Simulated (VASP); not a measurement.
# TiB2 (P6/mmm) in VASP: vibrations by perturbation theory with LDA

Aim: the vibrations by perturbation theory of TiB2 with LDA.

Everything below comes from runs of VASP 6.6.1. Logs are shortened: lines on timing, memory, paths and dates and some standing lists are left out, and cuts for length are marked.

### 1 The cell of the first run

Symmetry: P6/mmm, No. 191, hexagonal system. The conventional cell has a = 3.029 Å, b = 3.029 Å, c = 3.228 Å, α = 90.00°, β = 90.00°, γ = 120.00°. Ti (site symmetry 6/mmm) has 12 B at 2.38 Å and 6 Ti at 3.03 Å within 3.1 Å. Within 2.4 Å of B (site symmetry -6m2) lie 3 B at 1.75 Å and 6 Ti at 2.38 Å.

### 2 Vibrations by perturbation theory, LDA

The input, INCAR:

```
ALGO = Normal
EDIFF = 1E-8
ENCUT = 520
IBRION = 8
ISIF = 2
ISMEAR = -1
LASPH = True
LCHARG = False
LREAL = False
LWAVE = False
NELM = 80
NSW = 1
PREC = Accurate
SIGMA = 0.1
```

The input, KPOINTS:

```
k-points
0
Gamma
  12 12 10
```

The input, POSCAR:

```
TiB2
1.0
    3.0292000000      0.0000000000      0.0000000000
   -1.5146000000      2.6233640000      0.0000000000
    0.0000000000      0.0000000000      3.2284000000
Ti B
1 2
Direct
    0.0000000000      0.0000000000      0.0000000000
    0.3333333333      0.6666666667      0.5000000000
    0.6666666667      0.3333333333      0.5000000000
```

Potentials or basis: VASP PAW LDA potentials, release 64 (Ti_sv, B).

Command:

```
cat potpaw_LDA.64/Ti_sv/POTCAR potpaw_LDA.64/B/POTCAR > POTCAR
mpirun -np 1 vasp_std > vasp.out
```

OUTCAR:

```text
EDIFF = 1E-8
   ENCUT = 520
   IBRION = 8
   ISIF = 2
   ISMEAR = -1
   LASPH = True
   LREAL = False
   NELM = 80
   NSW = 1
   PREC = Accurate

 ion  position               nearest neighbor table
   1  0.000  0.000  0.000-   2 2.38   2 2.38   3 2.38   3 2.38   2 2.38   3 2.38   2 2.38   3 2.38
                             3 2.38   3 2.38   2 2.38   2 2.38
   2  0.333  0.667  0.500-   3 1.75   3 1.75   3 1.75   1 2.38   1 2.38   1 2.38   1 2.38   1 2.38
                             1 2.38
   3  0.667  0.333  0.500-   2 1.75   2 1.75   2 1.75   1 2.38   1 2.38   1 2.38   1 2.38   1 2.38
                             1 2.38

  LATTYP: Found a hexagonal cell.
 ALAT       =     3.0292000000
 C/A-ratio  =     1.0657599366

  Lattice vectors:

 A1 = (   3.0292000000,   0.0000000000,   0.0000000000)
 A2 = (  -1.5146000000,   2.6233640000,   0.0000000000)
 A3 = (   0.0000000000,   0.0000000000,   3.2284000000)

Analysis of symmetry for initial positions (statically):
=====================================================================
 Subroutine PRICEL returns:
 Original cell was already a primitive cell.

 Routine SETGRP: Setting up the symmetry group for a
 hexagonal supercell.

 Subroutine GETGRP returns: Found 24 space group operations
 (whereof 24 operations were pure point group operations)
 out of a pool of 24 trial point group operations.

The static configuration has the point symmetry D_6h.

Analysis of symmetry for dynamics (positions and initial velocities):
=====================================================================
 Subroutine PRICEL returns:
 Original cell was already a primitive cell.

 Routine SETGRP: Setting up the symmetry group for a
 hexagonal supercell.

 Subroutine GETGRP returns: Found 24 space group operations
 (whereof 24 operations were pure point group operations)
 out of a pool of 24 trial point group operations.

[... 563 lines left out ...]

 POSITION                                       TOTAL-FORCE (eV/Angst)
 -----------------------------------------------------------------------------------
      0.00000      0.00000      0.00000        -0.000000      0.000000     -0.000000
     -0.00000      1.74891      1.61420        -0.000000      0.000000     -0.000000
      1.51460      0.87445      1.61420         0.000000     -0.000000      0.000000
 -----------------------------------------------------------------------------------
    total drift:                               -0.000000      0.000000      0.000000

  FREE ENERGIE OF THE ION-ELECTRON SYSTEM (eV)
  ---------------------------------------------------
  free  energy   TOTEN  =       -26.8901685819 eV

  energy  without entropy=      -26.8777008921  energy(sigma->0) =      -26.88393474

[... ionic steps 2 to 3 ...]

--------------------------------------- Ionic step        4  -------------------------------------------

------------------------ aborting loop because EDIFF is reached ----------------------------------------
[... 11 lines left out ...]
[... ionic steps 8 to 8 ...]

--------------------------------------- Ionic step        9  -------------------------------------------

 Free energy of the ion-electron system (eV)
  ---------------------------------------------------
  ---------------------------------------------------
  free energy    TOTEN  =        -0.04499719 eV

  energy without entropy =       -0.04499719

------------------------ aborting loop because EDIFF is reached ----------------------------------------

 INTERNAL STRAIN TENSOR  FOR ION    2  DIRECTION 3   (eV/Angst):
 -----------------------------------------------------------------------------
    -0.00052  0.00000  0.00000
     0.00000 -0.00052  0.00000
     0.00000 -0.00000 -0.00304

 INTERNAL STRAIN TENSOR FOR ION    3 for displacements in x,y,z  (eV/Angst):
          X           Y           Z          XY          YZ          ZX
  --------------------------------------------------------------------------------
  x    -0.00000     0.00000     0.00000     3.05926     0.00000     0.00000
  y     3.05926    -3.05926     0.00000    -0.00000     0.00000     0.00000
  z     0.00000     0.00000     0.00000     0.00000     0.00000     0.00000

 SECOND DERIVATIVES (NOT SYMMETRIZED)
 ------------------------------------
               1X          1Y          1Z          2X          2Y          2Z          3X          3Y          3Z
  1X   -13.875374    0.000000    0.000000    6.937687    0.000000    0.000000    6.937687    0.000000    0.000000
  1Y     0.000000  -13.875372    0.000000    0.000000    6.937686    0.000000    0.000000    6.937686    0.000000
  1Z     0.000000    0.000000  -13.394482    0.000000    0.000000    6.697241    0.000000    0.000000    6.697241
  2X     6.911172    0.000000    0.000000  -18.609305    0.000000    0.000000   11.698133    0.000000    0.000000
  2Y    -0.000000    6.911171    0.000000    0.000000  -18.609303    0.000000   -0.000000   11.698132    0.000000
  2Z     0.000000    0.000000    6.678778   -0.000000   -0.000000   -9.385502    0.000000   -0.000000    2.706724
  3X     6.911172    0.000000    0.000000   11.698133    0.000000    0.000000  -18.609305    0.000000    0.000000
  3Y    -0.000000    6.911171    0.000000   -0.000000   11.698132    0.000000    0.000000  -18.609303    0.000000
  3Z     0.000000    0.000000    6.678778    0.000000   -0.000000    2.706724   -0.000000   -0.000000   -9.385502

 Eigenvectors and eigenvalues of the dynamical matrix
 ----------------------------------------------------

   1 f  =   26.175345 THz   164.464540 2PiTHz  873.115511 cm-1   108.252478 meV
             X         Y         Z           dx          dy          dz
      0.000000  0.000000  0.000000     0.000000    0.000000    0.000000
     -0.000000  1.748909  1.614200    -0.707107   -0.000000   -0.000000
      1.514600  0.874455  1.614200     0.707107    0.000000    0.000000
[... 43 lines left out ...]
   9 f/i=    0.013366 THz     0.083981 2PiTHz    0.445839 cm-1     0.055277 meV
             X         Y         Z           dx          dy          dz
      0.000000  0.000000  0.000000     0.829500    0.002978   -0.000000
     -0.000000  1.748909  1.614200     0.394915    0.001418   -0.000000
      1.514600  0.874455  1.614200     0.394915    0.001418   -0.000000

--------------------------------------------------------------------------------------------------------

 ELASTIC MODULI CONTR FROM IONIC RELAXATION (kBar)
 Direction    XX          YY          ZZ          XY          YZ          ZX
 --------------------------------------------------------------------------------
 XX         -38.5701     38.5701      0.0000      0.0000      0.0000      0.0000
 YY          38.5701    -38.5701      0.0000     -0.0000     -0.0000      0.0000
 ZZ           0.0000      0.0000      0.0000      0.0000      0.0000      0.0000
 XY           0.0000     -0.0000      0.0000    -38.5701      0.0000      0.0000
 YZ           0.0000     -0.0000      0.0000      0.0000     -0.0000      0.0000
 ZX           0.0000      0.0000      0.0000      0.0000      0.0000      0.0000
 --------------------------------------------------------------------------------
```

OSZICAR:

```text
N       E                     dE             d eps       ncg     rms          rms(c)
DAV:   1     0.123693386971E+03    0.12369E+03   -0.93454E+03  2964   0.156E+03
DAV:   2    -0.225798629371E+02   -0.14627E+03   -0.14256E+03  3049   0.389E+02
[... 118 lines left out ...]
RMM:  14    -0.449972159967E-01    0.73712E-08   -0.71644E-07 10576   0.191E-04    0.146E-05
RMM:  15    -0.449971996114E-01    0.16385E-07   -0.40180E-07  9984   0.112E-04    0.834E-06
RMM:  16    -0.449971780834E-01    0.21528E-07   -0.27649E-07  9490   0.753E-05    0.569E-06
RMM:  17    -0.449971856017E-01   -0.75183E-08   -0.17331E-07  9896   0.441E-05    0.475E-07
RMM:  18    -0.449971848055E-01    0.79614E-09   -0.11274E-07  9786   0.262E-05    0.649E-07
RMM:  19    -0.449971860879E-01   -0.12824E-08   -0.74763E-08  8163   0.158E-05    0.790E-07
 Linear response finished
```

stdout:

```text
POSCAR found type information on POSCAR TiB
 POSCAR found :  2 types and       3 ions
 scaLAPACK will be used
 LDA part: xc-table for (Slater(with rela. corr.)+CA(PZ))
 , standard interpolation
 POSCAR, INCAR and KPOINTS ok, starting setup
 FFT: planning ... GRIDC
 FFT: planning ... GRID_SOFT
 FFT: planning ... GRID
 WAVECAR not read
 entering main loop
 Linear response reoptimize wavefunctions to high precision
 Linear response DOF=           4
 Linear response progress:
 first order change of Fermi-energy   0.48164E-03
 force on displaced ion       1 direction 1 : -13.875   0.000   0.000
 Linear response progress:
 first order change of Fermi-energy   0.20971E-02
 force on displaced ion       1 direction 3 :   0.000   0.000 -13.394
 Linear response progress:
 first order change of Fermi-energy   0.75550E-04
 force on displaced ion       2 direction 1 : -18.609   0.000   0.000
 Linear response progress:
 first order change of Fermi-energy  -0.25403E-03
 force on displaced ion       2 direction 3 :   0.000  -0.000  -9.386
 Linear response finished
```

Run time: 17 min. Hardware: 1 thread of AMD EPYC 7R43 (Zen 3), shared host; peak memory 0.45 GiB.

Results:

```
Highest phonon frequency at Γ : 873 cm⁻¹
```

Phonon frequencies in cm⁻¹ (negative: imaginary):
```tsv
q point	frequencies
(0.000, 0.000, 0.000)	0 0 0 494 503 503 552 873 873
```

Caveat: the cell stands under pressure or tension, which shifts response properties.
